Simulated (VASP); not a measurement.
# WS2 (P6_3/mmc) in VASP: further runs, part 2 of 2

VASP 6.6.1.

## (4) Single point, PBEsol+D3(BJ) (strain -0.0300 x Voigt [1, 1, 0, 0, 0, 0])

The input, INCAR:

```
SYSTEM = WS2
PREC     = Accurate       ! precision mode
ENCUT    = 520            ! plane-wave cutoff, eV
EDIFF    = 1E-6           ! SCF threshold, eV
ISMEAR   = 0              ! smearing method
SIGMA    = 0.05           ! smearing width, eV
LREAL    = .False.        ! projectors in reciprocal space
LASPH    = .True.         ! aspherical terms in the spheres
NELM     = 100            ! most SCF steps
ALGO     = Normal         ! electronic algorithm
ISIF     = 2              ! what is computed and relaxed
LWAVE    = .False.        ! write WAVECAR
LCHARG   = .False.        ! write CHGCAR
GGA      = PS             ! functional
IVDW     = 12             ! dispersion correction
NBANDS   = 35             ! bands
```

The input, KPOINTS:

```
regular mesh
0
Gamma
  12 12 4
  0 0 0
```

The input, POSCAR:

```
WS2
1.0
    3.0212855752      0.0000000000      0.0000000000
   -1.5106427876      2.6165100602      0.0000000000
    0.0000000000      0.0000000000     11.7722466704
W S
2 4
Direct
    0.3333333333      0.6666666667      0.2500000000
    0.6666666667      0.3333333333      0.7500000000
    0.3333333333      0.6666666667      0.6164531912
    0.6666666667      0.3333333333      0.1164531912
    0.3333333333      0.6666666667      0.8835468088
    0.6666666667      0.3333333333      0.3835468088
```

Potentials or basis: VASP PAW PBE potentials, release 64 (W_sv, S).

The run is started by

```bash
$ cat potpaw_PBE.64/W_sv/POTCAR potpaw_PBE.64/S/POTCAR > POTCAR
$ mpirun -np 1 vasp_std > vasp.out
```

OUTCAR:

```text
SYSTEM = WS2
   PREC = Accurate
   ENCUT = 520
   EDIFF = 1E-6
   ISMEAR = 0
   LREAL = .False.
   LASPH = .True.
   NELM = 100
   ISIF = 2
   GGA = PS
   IVDW = 12
 IVDW          = 12

 ion  position               nearest neighbor table
   1  0.333  0.667  0.250-   4 2.35   6 2.35   4 2.35   6 2.35   4 2.35   6 2.35
   2  0.667  0.333  0.750-   3 2.35   5 2.35   3 2.35   5 2.35   3 2.35   5 2.35
   3  0.333  0.667  0.616-   2 2.35   2 2.35   2 2.35
   4  0.667  0.333  0.116-   1 2.35   1 2.35   1 2.35
   5  0.333  0.667  0.884-   2 2.35   2 2.35   2 2.35
   6  0.667  0.333  0.384-   1 2.35   1 2.35   1 2.35
[... 1126 lines left out ...]
  -------------------------------------------------------------------------------------
  Total       8.54701     8.54701     5.18827     0.00000     0.00000     0.00000
  in kB     147.14688   147.14688    89.32231     0.00000     0.00000     0.00000
  external pressure =      127.87 kB  Pullay stress =        0.00 kB

 VOLUME and BASIS-vectors are now :
 -----------------------------------------------------------------------------
  energy-cutoff  :      520.00
  volume of cell :       93.06
      direct lattice vectors                 reciprocal lattice vectors
     3.021285575  0.000000000  0.000000000     0.330984932  0.191094239  0.000000000
    -1.510642788  2.616510060  0.000000000     0.000000000  0.382188479  0.000000000
     0.000000000  0.000000000 11.772246670     0.000000000  0.000000000  0.084945553

 POSITION                                       TOTAL-FORCE (eV/Angst)
 -----------------------------------------------------------------------------------
     -0.00000      1.74434      2.94306         0.000000      0.000000     -0.000000
      1.51064      0.87217      8.82919        -0.000000     -0.000000     -0.000000
     -0.00000      1.74434      7.25704         0.000000     -0.000000     -0.821484
      1.51064      0.87217      1.37092        -0.000000      0.000000     -0.821484
     -0.00000      1.74434     10.40133         0.000000     -0.000000      0.821484
      1.51064      0.87217      4.51521        -0.000000      0.000000      0.821484
 -----------------------------------------------------------------------------------
    total drift:                               -0.000000      0.000000     -0.000000

  FREE ENERGIE OF THE ION-ELECTRON SYSTEM (eV)
  ---------------------------------------------------
  free  energy   TOTEN  =       -52.6849464458 eV

  energy  without entropy=      -52.6849464458  energy(sigma->0) =      -52.68494645
```

Run time: 4 min. Hardware: 1 thread of AMD EPYC 7R43 (Zen 3), shared host; peak memory 0.26 GiB.

Results:

| Quantity | Value |
| --- | --- |
| Free energy | -52.6849 eV |
| Pressure | 12.8 GPa |
| Largest force | 0.821 eV/Å |
| Band gap on the k mesh | 0.69 eV (least direct gap 2.00 eV) |
| Dispersion energy per atom | -0.443 eV |

Forces on the atoms (eV/Å):
```
W    0.000  0.000  0.000
W    0.000  0.000  0.000
S    0.000  0.000 -0.821
S    0.000  0.000 -0.821
S    0.000  0.000  0.821
S    0.000  0.000  0.821
```

Levels at points of the mesh, in eV from the valence-band top:
| k point | band 24 | band 25 | band 26 | band 27 | band 28 | band 29 |
| --- | --- | --- | --- | --- | --- | --- |
| (0.00, 0.00, 0.00) | -1.89 | -1.39 | 0.00 | 2.61 | 2.61 | 2.63 |
| (0.50, 0.00, 0.00) | -1.85 | -1.73 | -1.47 | 2.65 | 2.91 | 2.98 |
| (0.00, 0.00, 0.50) | -2.06 | -0.39 | -0.39 | 2.60 | 2.60 | 2.60 |
| (0.50, 0.00, 0.50) | -1.81 | -1.66 | -1.66 | 2.93 | 2.93 | 3.06 |

Caveat: the cell differs from its parent crystal (strain -0.0300 x Voigt [1, 1, 0, 0, 0, 0]); the stress differs along the axes, from 9 to 15 GPa; the PAW data sets were made with another functional, which shifts forces and pressure a little; spin-orbit coupling is left out, which moves the levels of the heavy elements. A k mesh can miss the band edges.

## (5) Single point, PBEsol+D3(BJ) (strain -0.0150 x Voigt [1, 1, 0, 0, 0, 0])

The input, INCAR:

```
PREC = Accurate
ENCUT = 520
EDIFF = 1E-6
ISMEAR = 0
SIGMA = 0.05
LREAL = F
LASPH = T
NELM = 100
ALGO = Normal
ISIF = 2
LWAVE = F
LCHARG = F
GGA = PS
IVDW = 12
NBANDS = 35
```

The input, KPOINTS:

```
Automatic mesh
0
Gamma
  12 12 4
```

POSCAR, as its differences from that of step 4:

```diff
@@ -2,4 +2,4 @@
 1.0
-    3.0212855752      0.0000000000      0.0000000000
-   -1.5106427876      2.6165100602      0.0000000000
+    3.0680064861      0.0000000000      0.0000000000
+   -1.5340032430      2.6569715560      0.0000000000
     0.0000000000      0.0000000000     11.7722466704
```

The run is started by

```bash
$ cat potpaw_PBE.64/W_sv/POTCAR potpaw_PBE.64/S/POTCAR > POTCAR
$ mpirun -np 1 vasp_std > vasp.out
```

Wall time 4.1 min (1 thread of AMD EPYC 7R43 (Zen 3), shared host); peak memory 0.27 GiB.

Results (log left out):

| Item | Value |
| --- | --- |
| Free energy | -52.8806 eV |
| Pressure | 6.0 GPa |
| Largest force | 0.401 eV/Å |
| Band gap on the k mesh | 0.68 eV (least direct gap 2.09 eV) |
| Dispersion energy per atom | -0.429 eV |

Forces in eV/Å, atoms in the order of the input:
```
W    0.000  0.000  0.000
W    0.000  0.000  0.000
S    0.000  0.000 -0.401
S    0.000  0.000 -0.401
S    0.000  0.000  0.401
S    0.000  0.000  0.401
```

Stress tensor (GPa, compression positive):
```
6.91 0.00 0.00
0.00 6.91 0.00
0.00 0.00 4.21
```

Levels at points of the mesh, in eV from the valence-band top:
```
           k point  band 24  band 25  band 26  band 27  band 28  band 29
(0.00, 0.00, 0.00)    -1.73    -1.33     0.00     2.40     2.40     2.42
(0.50, 0.00, 0.00)    -1.99    -1.73    -1.63     2.55     2.60     2.67
(0.00, 0.00, 0.50)    -2.21    -0.35    -0.35     2.39     2.39     2.39
(0.50, 0.00, 0.50)    -1.83    -1.82    -1.82     2.62     2.62     2.91
```

Caveat: the cell differs from its parent crystal (strain -0.0150 x Voigt [1, 1, 0, 0, 0, 0]); the cell stands under pressure; the PAW data sets were made with another functional, which shifts forces and pressure a little; spin-orbit coupling is left out, which moves the levels of the heavy elements. A k mesh can miss the band edges.

## (6) Single point, PBEsol+D3(BJ) (strain +0.0150 x Voigt [1, 1, 0, 0, 0, 0])

The input, INCAR:

```
PREC = Accurate ; ENCUT = 520
EDIFF = 1E-6 ; ISMEAR = 0
SIGMA = 0.05 ; LREAL = F
LASPH = T ; NELM = 80
ALGO = Normal ; ISIF = 2
LWAVE = F ; LCHARG = F
GGA = PS ; IVDW = 12
NBANDS = 35
```

KPOINTS is that of step 5.

POSCAR, as its differences from that of step 5:

```diff
@@ -2,4 +2,4 @@
 1.0
-    3.0680064861      0.0000000000      0.0000000000
-   -1.5340032430      2.6569715560      0.0000000000
+    3.1614483080      0.0000000000      0.0000000000
+   -1.5807241540      2.7378945475      0.0000000000
     0.0000000000      0.0000000000     11.7722466704
```

Potentials or basis: VASP PAW PBE potentials, release 64 (W_sv, S).

The run is started by

```bash
$ cat potpaw_PBE.64/W_sv/POTCAR potpaw_PBE.64/S/POTCAR > POTCAR
$ mpirun -np 1 vasp_std > vasp.out
```

It took 3.4 min on 1 thread of AMD EPYC 7R43 (Zen 3), shared host; peak memory 0.29 GiB.

Results (log left out):

| Item | Value |
| --- | --- |
| Free energy | -52.8931 eV |
| Pressure | -4.9 GPa |
| Largest force | 0.324 eV/Å |
| Band gap on the k mesh | 0.69 eV (least direct gap 1.76 eV) |
| Dispersion energy per atom | -0.404 eV |

Forces in eV/Å, atoms in the order of the input:
```
W    0.000  0.000  0.000
W    0.000  0.000  0.000
S    0.000  0.000  0.324
S    0.000  0.000  0.324
S    0.000  0.000 -0.324
S    0.000  0.000 -0.324
```

Stress tensor (GPa, compression positive):
```
-5.73  0.00  0.00
 0.00 -5.73  0.00
 0.00  0.00 -3.23
```

Levels at points of the mesh, in eV from the valence-band top:
```
           k point  band 22  band 23  band 24  band 25  band 26  band 27  band 28  band 29  band 30  band 31
(0.00, 0.00, 0.00)    -2.35    -2.35    -1.43    -1.19     0.00     2.07     2.07     2.08     2.08     2.10
(0.50, 0.00, 0.00)    -2.85    -2.25    -2.00    -1.88    -1.67     2.08     2.16     2.32     2.73     2.86
(0.00, 0.00, 0.50)    -2.40    -2.40    -2.40    -0.27    -0.27     2.06     2.06     2.06     2.06     2.27
(0.50, 0.00, 0.50)    -3.10    -2.07    -2.07    -1.80    -1.80     2.11     2.11     2.57     2.57     3.23
```

Caveat: the cell differs from its parent crystal (strain +0.0150 x Voigt [1, 1, 0, 0, 0, 0]); the cell stands under tension; the PAW data sets were made with another functional, which shifts forces and pressure a little; spin-orbit coupling is left out, which moves the levels of the heavy elements. A k mesh can miss the band edges.

## (7) The runs side by side

```tsv
cell	gap on the mesh (eV)	pressure (GPa)	largest force (eV/Å)
a = 2.928, b = 2.928, c = 11.772 Å, angles 90.0, 90.0, 120.0°, 6 atoms	0.76	29.6	1.80
a = 2.975, b = 2.975, c = 11.772 Å, angles 90.0, 90.0, 120.0°, 6 atoms	0.71	20.6	1.29
a = 3.021, b = 3.021, c = 11.772 Å, angles 90.0, 90.0, 120.0°, 6 atoms	0.69	12.8	0.82
a = 3.068, b = 3.068, c = 11.772 Å, angles 90.0, 90.0, 120.0°, 6 atoms	0.68	6.0	0.40
a = 3.161, b = 3.161, c = 11.772 Å, angles 90.0, 90.0, 120.0°, 6 atoms	0.69	-4.9	0.32
```

Alike in all rows: task single point; level PBEsol+D3(BJ); potentials or basis VASP PAW PBE potentials, release 64 (W_sv, S); no spin polarisation; k mesh 12 × 12 × 4; cutoff (eV) 520; smearing gaussian 0.05 eV.

Caveats: the PAW data sets were made with another functional, which shifts forces and pressure a little; spin-orbit coupling is left out, which moves the levels of the heavy elements; the stress differs along the axes, from 21 to 34 GPa (at least some runs); the stress differs along the axes, from 14 to 24 GPa (at least some runs); the stress differs along the axes, from 9 to 15 GPa (at least some runs); the cell stands under pressure (at least some runs); the cell stands under tension (at least some runs).

Total energies depend on the potentials used, so only differences within one code and one set of settings carry meaning.
